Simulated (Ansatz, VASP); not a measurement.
# One calculation of BiMo3, two programs

```
CELL_PARAMETERS angstrom
4.18400 0.00000 0.00000
0.00000 4.18400 0.00000
0.00000 0.00000 4.18400
ATOMIC_POSITIONS crystal
Bi 0.00000 0.00000 0.00000
Mo 0.00000 0.50000 0.50000
Mo 0.50000 0.00000 0.50000
Mo 0.50000 0.50000 0.00000
```

Alike in both runs: task relaxation of cell and atoms; functional PBE; k mesh 4 × 4 × 4; occupations gaussian, width 0.1 eV; no spin polarisation.

|  | VASP | Ansatz |
| --- | --- | --- |
| version | VASP 6.6.1 | Ansatz 0.2.0 |
| potentials or method | VASP PAW PBE potentials, release 64 (Bi_d, Mo_sv), cutoff 500 eV | scalar-relativistic, plane waves, PAW |
| valence electrons in the cell | 57 | 57 |

Ansatz gave:

* gap on the k mesh at the Fermi level, each at its own relaxed structure (eV): none
* relaxed volume (Å³/atom): 17.73
* relaxed cell length with the largest relative difference (Å): 4.139

Problem. Estimate VASP's values.

Solution. gap on the k mesh at the Fermi level, each at its own relaxed structure (eV): none; relaxed volume (Å³/atom): 17.76; relaxed cell length with the largest relative difference (Å): 4.142.

A gap of «none» marks a metal or a gap that the smearing closes.

The k mesh is coarse, so the values compare programs but aren't converged. Neither program's run includes spin-orbit coupling.
